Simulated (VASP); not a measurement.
Here is a VASP 6.6.1 calculation.

The input INCAR:

```
SYSTEM = Ti3W2
PREC = Accurate ; ENCUT = 520
EDIFF = 1E-6 ; ISMEAR = 0
SIGMA = 0.1 ; LREAL = .FALSE.
LASPH = .TRUE. ; NELM = 60
ALGO = Fast ; ISIF = 2
LWAVE = .FALSE. ; LCHARG = .FALSE.
GGA = PE ; NBANDS = 75
```

The input KPOINTS:

```
regular mesh
0
G
  6 6 1
  0 0 0
```

The input POSCAR:

```
Ti3W2
1.0
    2.8269889401      0.0000000000      0.0000000000
   -1.4134944701      2.4482442384      0.0000000000
    0.0000000000      0.0000000000     24.2565006080
Ti W
6 4
Direct
    0.3333333333      0.6666666667      0.9514371353
    0.3333333333      0.6666666667      0.3509833331
    0.3333333333      0.6666666667      0.5515136974
    0.6666666667      0.3333333333      0.0485628647
    0.6666666667      0.3333333333      0.4484863026
    0.6666666667      0.3333333333      0.6490166669
    0.3333333333      0.6666666667      0.7498893188
    0.3333333333      0.6666666667      0.1499908611
    0.6666666667      0.3333333333      0.8500091389
    0.6666666667      0.3333333333      0.2501106812
```

Potentials or basis: VASP PAW PBE potentials, release 64 (Ti_sv, W_sv).

Launch:

```bash
$ cat potpaw_PBE.64/Ti_sv/POTCAR potpaw_PBE.64/W_sv/POTCAR > POTCAR
$ mpirun -np 1 vasp_std > vasp.out
```

Q: Estimate the largest force.

A: 0.040 eV/Å.

Q: What does it give for the pressure?

A: -0.2 GPa.

Q: Estimate the band gap on the k mesh.

A: Zero (bands 64 and 65 overlap by 0.67 eV).

Forces on the atoms (eV/Å):
```
Ti   0.000  0.000  0.033
Ti   0.000  0.000  0.037
Ti   0.000  0.000 -0.004
Ti   0.000  0.000 -0.033
Ti   0.000  0.000  0.004
Ti   0.000  0.000 -0.037
W    0.000  0.000 -0.040
W    0.000  0.000 -0.037
W    0.000  0.000  0.037
W    0.000  0.000  0.040
```

Caveat: the k points lie up to 0.43 Å⁻¹ apart, too coarse for converged energies and pressures of a metal; spin-orbit coupling is left out, which moves the levels of the heavy elements.
